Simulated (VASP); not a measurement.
# Ga4SbAs3 (P-4m2) in VASP: relaxation of cell and atoms with PBE

Aim: the relaxation of cell and atoms of Ga4SbAs3 with PBE.

Program: VASP 6.6.1. These are calculated values, not measurements. Logs are shortened: lines on timing, memory, paths and dates and some standing lists are left out, and cuts for length are marked.

### 1 The cell of the first run

It takes space group P-4m2 (No. 115, tetragonal). Conventional cell: a = 4.148 Å, b = 4.148 Å, c = 11.729 Å, α = 90.00°, β = 90.00°, γ = 90.00°. Within 3.3 Å of Ga (site symmetry 2mm) lie 2 As at 2.51 Å and 2 Sb at 2.63 Å. Within 3.3 Å of Ga (site symmetry 2mm) lie 4 As at 2.51 Å. Sb (site symmetry -4m2) has 4 Ga at 2.63 Å within 3.5 Å. As (site symmetry -4m2) has 4 Ga at 2.51 Å within 3.3 Å. As (site symmetry 2mm) has 4 Ga at 2.51 Å within 3.3 Å.

### 2 Relaxation of cell and atoms, PBE

Contents of INCAR:

```
SYSTEM = Ga4SbAs3
ALGO     = Fast           ! electronic algorithm
EDIFF    = 1E-6           ! SCF threshold, eV
EDIFFG   = -0.01          ! ionic threshold
ENCUT    = 600            ! plane-wave cutoff, eV
GGA      = PE             ! functional
IBRION   = 2              ! ionic algorithm
ISIF     = 3              ! what is computed and relaxed
ISMEAR   = 0              ! smearing method
LASPH    = .True.         ! aspherical terms in the spheres
LCHARG   = .False.        ! write CHGCAR
LREAL    = .False.        ! projectors in reciprocal space
LWAVE    = .False.        ! write WAVECAR
NELM     = 80             ! most SCF steps
NSW      = 100            ! ionic steps
PREC     = Accurate       ! precision mode
SIGMA    = 0.1            ! smearing width, eV
```

Contents of KPOINTS:

```
k-points
0
Gamma
  10 10 4
  0 0 0
```

Contents of POSCAR:

```
Ga4SbAs3
1.0
    4.1484388000      0.0000000000      0.0000000000
    0.0000000000      4.1484388000      0.0000000000
    0.0000000000      0.0000000000     11.7292885000
Ga Sb As
4 1 3
Direct
    0.5000000000      0.0000000000      0.6385310000
    0.0000000000      0.5000000000      0.8796450000
    0.5000000000      0.0000000000      0.1203550000
    0.0000000000      0.5000000000      0.3614690000
    0.0000000000      0.0000000000      0.5000000000
    0.0000000000      0.0000000000      0.0000000000
    0.5000000000      0.5000000000      0.2409650000
    0.5000000000      0.5000000000      0.7590350000
```

Potentials or basis: VASP PAW PBE potentials, release 64 (Ga_d, Sb, As).

Started as:

```
$ cat potpaw_PBE.64/Ga_d/POTCAR potpaw_PBE.64/Sb/POTCAR potpaw_PBE.64/As/POTCAR > POTCAR
$ mpirun -np 1 vasp_std > vasp.out
```

OUTCAR:

```text
SYSTEM = Ga4SbAs3
   EDIFF = 1E-6
   EDIFFG = -0.01
   ENCUT = 600
   GGA = PE
   IBRION = 2
   ISIF = 3
   ISMEAR = 0
   LASPH = .True.
   LREAL = .False.
   NELM = 80
   NSW = 100
   PREC = Accurate

 ion  position               nearest neighbor table
   1  0.500  0.000  0.639-   8 2.51   8 2.51   5 2.63   5 2.63
   2  0.000  0.500  0.880-   6 2.51   6 2.51   8 2.51   8 2.51
   3  0.500  0.000  0.120-   6 2.51   6 2.51   7 2.51   7 2.51
   4  0.000  0.500  0.361-   7 2.51   7 2.51   5 2.63   5 2.63
   5  0.000  0.000  0.500-   1 2.63   4 2.63   4 2.63   1 2.63
   6  0.000  0.000  0.000-   2 2.51   3 2.51   2 2.51   3 2.51
   7  0.500  0.500  0.241-   4 2.51   4 2.51   3 2.51   3 2.51
   8  0.500  0.500  0.759-   1 2.51   1 2.51   2 2.51   2 2.51

  LATTYP: Found a simple tetragonal cell.
 ALAT       =     4.1484388000
 C/A-ratio  =     2.8273982251

  Lattice vectors:

 A1 = (   4.1484388000,   0.0000000000,   0.0000000000)
 A2 = (   0.0000000000,   4.1484388000,   0.0000000000)
 A3 = (   0.0000000000,   0.0000000000,  11.7292885000)

Analysis of symmetry for initial positions (statically):
=====================================================================
 Subroutine PRICEL returns:
 Original cell was already a primitive cell.

 Routine SETGRP: Setting up the symmetry group for a
 simple tetragonal supercell.

 Subroutine GETGRP returns: Found  8 space group operations
 (whereof  8 operations were pure point group operations)
 out of a pool of 16 trial point group operations.

The static configuration has the point symmetry D_2d.

Analysis of symmetry for dynamics (positions and initial velocities):
=====================================================================
 Subroutine PRICEL returns:
 Original cell was already a primitive cell.

 Routine SETGRP: Setting up the symmetry group for a
 simple tetragonal supercell.

 Subroutine GETGRP returns: Found  8 space group operations
 (whereof  8 operations were pure point group operations)
 out of a pool of 16 trial point group operations.

The dynamic configuration has the point symmetry D_2d.

 Subroutine INISYM returns: Found  8 space group operations
 (whereof  8 operations are pure point group operations),
 and found     1 'primitive' translations

----------------------------------------------------------------------------------------

                                     Primitive cell

  volume of cell :     201.8557

  direct lattice vectors                    reciprocal lattice vectors
     4.148438800  0.000000000  0.000000000     0.241054538  0.000000000  0.000000000
     0.000000000  4.148438800  0.000000000     0.000000000  0.241054538  0.000000000
     0.000000000  0.000000000 11.729288500     0.000000000  0.000000000  0.085256663

  length of vectors
     4.148438800  4.148438800 11.729288500     0.241054538  0.241054538  0.085256663

  position of ions in fractional coordinates (direct lattice)
     0.500000000  0.000000000  0.638531000
     0.000000000  0.500000000  0.879645000
     0.500000000  0.000000000  0.120355000
     0.000000000  0.500000000  0.361469000
     0.000000000  0.000000000  0.500000000
     0.000000000  0.000000000  0.000000000
     0.500000000  0.500000000  0.240965000
     0.500000000  0.500000000  0.759035000

  ion indices of the primitive-cell ions
   primitive index   ion index
                 1           1
                 2           2
                 3           3
                 4           4
                 5           5
                 6           6
                 7           7
                 8           8

----------------------------------------------------------------------------------------

 KPOINTS: k-points

Automatic generation of k-mesh.
 Grid dimensions read from file:
 generate k-points for:   10   10    4

 Generating k-lattice:

  Cartesian coordinates                     Fractional coordinates (reciprocal lattice)
[... 54 lines left out ...]
   ISPIN  =      1    spin polarized calculation?
   LNONCOLLINEAR =      F non collinear calculations
   LSORBIT =      F    spin-orbit coupling
   LASPH  =      T    aspherical Exc in radial PAW
   ENCUT  =  600.0 eV  44.10 Ry    6.64 a.u.   8.29  8.29 23.43*2*pi/ulx,y,z
   NELM   =     80;   NELMIN=  2; NELMDL= -5     # of ELM steps
   EDIFF  = 0.1E-05   stopping-criterion for ELM
   LREAL  =      F    real-space projection
   EDIFFG = -.1E-01   stopping-criterion for IOM
   NSW    =    100    number of steps for IOM
   IBRION =      2    ionic relax: 0-MD 1-quasi-New 2-CG
   NFREE  =      1    steps in history (QN), initial steepest desc. (CG)
   ISIF   =      3    stress and relaxation
   ISYM   =      2    0-nonsym 1-usesym 2-fastsym
   POTIM  = 0.5000    time-step for ionic-motion
   TEBEG  =    0.0;   TEEND  =   0.0 temperature during run
   PSTRESS=    0.0 pullay stress
   NELECT =      72.0000    total number of electrons
   NUPDOWN=      -1.0000    fix difference up-down
   EMIN   =  10.00;   EMAX   =-10.00  energy-range for DOS
   EFERMI =   0.00;   METHOD = LEGACY
   ISMEAR =     0;   SIGMA  =   0.10  broadening in eV -4-tet -1-fermi 0-gaus
   EFERMI_NEDOS =   21; number of points for ismear=-14 and -15
   IALGO  =     68    algorithm
   IMIX   =      4    mixing-type and parameters
     AMIX     =   0.40;   BMIX     =  1.00
     AMIX_MAG =   1.60;   BMIX_MAG =  1.00
  volume/ion in A,a.u.               =      25.23       170.27
  Fermi-wavevector in a.u.,A,eV,Ry     =   1.161017  2.194004 18.340122  1.347961
  Thomas-Fermi vector in A             =   2.297594
   LORBIT       =      0    0 simple, 1 ext, 2 COOP (PROOUT), +10 PAW based schemes
   GGA     = PE    functional components
   LHFCALC =     F    Hartree Fock is set to
   AEXX    =    0.0000 exact exchange contribution
   IVDW    =     0    specifies the selected vdW correction
   LEPSILON=     F    determine dielectric tensor
   LRPA    =     F    only Hartree local field effects (RPA)
 conjugate gradient relaxation of ions
 non-spin polarized calculation
 RMM-DIIS sequential band-by-band and
 Gauss-broadening in eV      SIGMA  =   0.10
  energy-cutoff  :      600.00
  volume of cell :      201.86
 maximum number of plane-waves:      6779
 NGX is ok and might be reduce to    36
   NGX = 17   NGY = 17   NGZ = 47

--------------------------------------- Ionic step        1  -------------------------------------------

 number of electron      71.9999987 magnetization

 Free energy of the ion-electron system (eV)
  ---------------------------------------------------
  ext. energy  EPLUGINS =         0.00000000
  ---------------------------------------------------
  free energy    TOTEN  =       -32.03082733 eV

  energy without entropy =      -32.03027730  energy(sigma->0) =      -32.03055232

------------------------ aborting loop because EDIFF is reached ----------------------------------------

  FORCE on cell =-STRESS in cart. coord.  units (eV):
  Direction    XX          YY          ZZ          XY          YZ          ZX
  --------------------------------------------------------------------------------------
  -------------------------------------------------------------------------------------
  Total        0.1268033      0.1268033      0.1292041      0.0000000      0.0000000     -0.0000000
  in kB        1.0064683      1.0064683      1.0255239      0.0000000      0.0000000     -0.0000000
  external PRESSURE =       1.0128202 kB  Pullay stress =       0.0000000 kB

 VOLUME and BASIS-vectors are now :
 -----------------------------------------------------------------------------
  energy-cutoff  :      600.00
  volume of cell :      201.86
      direct lattice vectors                 reciprocal lattice vectors
     4.148438800  0.000000000  0.000000000     0.241054538  0.000000000  0.000000000
     0.000000000  4.148438800  0.000000000     0.000000000  0.241054538  0.000000000
     0.000000000  0.000000000 11.729288500     0.000000000  0.000000000  0.085256663

 POSITION                                       TOTAL-FORCE (eV/Angst)
 -----------------------------------------------------------------------------------
      2.07422      0.00000      7.48951        -0.000000     -0.000000     -0.007679
      0.00000      2.07422     10.31761         0.000000     -0.000000      0.001392
      2.07422      0.00000      1.41168         0.000000     -0.000000     -0.001392
      0.00000      2.07422      4.23977         0.000000     -0.000000      0.007679
      0.00000      0.00000      5.86464         0.000000     -0.000000      0.000000
      0.00000      0.00000      0.00000         0.000000     -0.000000      0.000000
      2.07422      2.07422      2.82635         0.000000      0.000000      0.000265
      2.07422      2.07422      8.90294         0.000000      0.000000     -0.000265
 -----------------------------------------------------------------------------------
    total drift:                                0.000000      0.000000      0.000000

  FREE ENERGIE OF THE ION-ELECTRON SYSTEM (eV)
  ---------------------------------------------------
  free  energy   TOTEN  =       -32.0308273313 eV

  energy  without entropy=      -32.0302773017  energy(sigma->0) =      -32.03055232

--------------------------------------- Ionic step        2  -------------------------------------------

 number of electron      71.9999985 magnetization

 Free energy of the ion-electron system (eV)
  ---------------------------------------------------
  ext. energy  EPLUGINS =         0.00000000
  ---------------------------------------------------
  free energy    TOTEN  =       -32.03095764 eV

  energy without entropy =      -32.03040739  energy(sigma->0) =      -32.03068251

 E-fermi :   3.9022     XC(G=0):  -9.2347

 val. band max:        3.8505443185   @ k =   0.0000   0.0000   0.0000
 cond. band min:       4.2255883680   @ k =   0.5000   0.0000   0.0000
 fundamental gap:      0.3750440495
 Fermi energy:         3.9022324094

 k-point     1 :       0.0000    0.0000    0.0000
  band No.  band energies     occupation
      1     -11.1494      2.00000
      2     -11.1084      2.00000
      3     -11.0764      2.00000
      4     -11.0764      2.00000
      5     -11.0572      2.00000
      6     -11.0572      2.00000
[... 1093 lines left out ...]
     42       7.3461      0.00000
     43       7.5958      0.00000

 [... further k-points ...]

------------------------ aborting loop because EDIFF is reached ----------------------------------------

  FORCE on cell =-STRESS in cart. coord.  units (eV):
  Direction    XX          YY          ZZ          XY          YZ          ZX
  --------------------------------------------------------------------------------------
  -------------------------------------------------------------------------------------
  Total       -0.0190566     -0.0190566     -0.0171291      0.0000000      0.0000000      0.0000000
  in kB       -0.1509081     -0.1509081     -0.1356445      0.0000000      0.0000000      0.0000000
  external PRESSURE =      -0.1458203 kB  Pullay stress =       0.0000000 kB

 VOLUME and BASIS-vectors are now :
 -----------------------------------------------------------------------------
  energy-cutoff  :      600.00
  volume of cell :      202.32
      direct lattice vectors                 reciprocal lattice vectors
     4.151610970  0.000000000 -0.000000000     0.240870353  0.000000000  0.000000000
     0.000000000  4.151610970  0.000000000     0.000000000  0.240870353  0.000000000
    -0.000000000  0.000000000 11.738427299     0.000000000  0.000000000  0.085190288

 POSITION                                       TOTAL-FORCE (eV/Angst)
 -----------------------------------------------------------------------------------
      2.07581      4.15161      7.49498         0.000000      0.000000     -0.003361
     -0.00000      2.07581     10.32572         0.000000      0.000000     -0.000179
      2.07581      4.15161      1.41271        -0.000000     -0.000000      0.000179
     -0.00000      2.07581      4.24345        -0.000000      0.000000      0.003361
     -0.00000      4.15161      5.86921        -0.000000      0.000000      0.000000
      0.00000      4.15161     -0.00000        -0.000000      0.000000      0.000000
      2.07581      2.07581      2.82856        -0.000000      0.000000      0.001537
      2.07581      2.07581      8.90986         0.000000      0.000000     -0.001537
 -----------------------------------------------------------------------------------
    total drift:                                0.000000      0.000000     -0.000000

  FREE ENERGIE OF THE ION-ELECTRON SYSTEM (eV)
  ---------------------------------------------------
  free  energy   TOTEN  =       -32.0309576427 eV

  energy  without entropy=      -32.0304073868  energy(sigma->0) =      -32.03068251

 reached required accuracy - stopping structural energy minimisation
```

It took 32 min on 1 thread of Oxide Virtual Turin-like, shared host; peak memory 0.74 GiB.

Results:

```
Free energy                           : -32.0310 eV
Relaxed volume                        : 25.29 Å³/atom
Relaxed cell                          : a = 4.152 Å, b = 4.152 Å, c = 11.738 Å, α = 90.00°, β = 90.00°, γ = 90.00°
Space group after relaxing (to 0.1 Å) : P-4m2 (No. 115)
Energy gained by relaxing             : 0.0 meV/atom
Ionic steps                           : 2
Pressure after relaxing               : 0.0 GPa
Largest force after relaxing          : 0.003 eV/Å
Band gap on the k mesh                : zero (filled and empty bands touch)
```

Forces in eV/Å, atoms in the order of the input:
```
Ga   0.000  0.000 -0.003
Ga   0.000  0.000  0.000
Ga   0.000  0.000  0.000
Ga   0.000  0.000  0.003
Sb   0.000  0.000  0.000
As   0.000  0.000  0.000
As   0.000  0.000  0.002
As   0.000  0.000 -0.002
```

The path:
| step | energy change (eV) | largest force (eV/Å) | pressure (GPa) | volume (Å³) |
| --- | --- | --- | --- | --- |
| 1 | 0.0000 | 0.0077 | 0.10 | 201.86 |
| 2 | -0.0001 | 0.0034 | -0.01 | 202.32 |

Final structure:
```cif
data_structure
_symmetry_space_group_name_H-M 'P 1'
_symmetry_Int_Tables_number 1
_cell_length_a 4.1516
_cell_length_b 4.1516
_cell_length_c 11.7384
_cell_angle_alpha 90.000
_cell_angle_beta 90.000
_cell_angle_gamma 90.000
_cell_volume 202.32
loop_
_atom_site_label
_atom_site_type_symbol
_atom_site_fract_x
_atom_site_fract_y
_atom_site_fract_z
_atom_site_occupancy
Ga1 Ga 0.50000 0.00000 0.63850 1
Ga2 Ga 0.00000 0.50000 0.87965 1
Ga3 Ga 0.50000 0.00000 0.12035 1
Ga4 Ga 0.00000 0.50000 0.36150 1
Sb1 Sb 0.00000 0.00000 0.50000 1
As1 As 0.00000 0.00000 0.00000 1
As2 As 0.50000 0.50000 0.24097 1
As3 As 0.50000 0.50000 0.75903 1
```

Levels at points of the mesh, in eV from the Fermi level:
| k point | band 32 | band 33 | band 34 | band 35 | band 36 | band 37 | band 38 | band 39 | band 40 | band 41 |
| --- | --- | --- | --- | --- | --- | --- | --- | --- | --- | --- |
| (0.00, 0.00, 0.00) | -1.51 | -1.51 | -0.24 | -0.17 | -0.05 | -0.05 | 1.22 | 1.32 | 1.59 | 1.79 |
| (0.50, 0.00, 0.00) | -1.51 | -1.48 | -1.25 | -1.21 | -0.51 | 0.32 | 0.68 | 2.01 | 2.55 | 4.03 |
| (0.50, 0.50, 0.00) | -3.20 | -2.72 | -2.62 | -2.62 | -2.50 | 1.28 | 1.31 | 1.31 | 1.39 | 3.95 |
| (0.00, 0.00, 0.50) | -2.17 | -0.98 | -0.98 | -0.43 | -0.43 | 1.11 | 1.16 | 1.65 | 1.80 | 1.89 |
| (0.50, 0.00, 0.50) | -2.29 | -1.52 | -1.51 | -1.49 | -0.52 | 1.33 | 1.43 | 1.51 | 2.12 | 3.85 |
| (0.50, 0.50, 0.50) | -3.01 | -2.99 | -2.99 | -2.94 | -2.76 | 2.18 | 2.18 | 2.26 | 2.31 | 2.36 |

Caveat: semilocal functionals underestimate gaps, so a narrow gap can read as zero; spin-orbit coupling is left out, which moves the levels of the heavy elements.
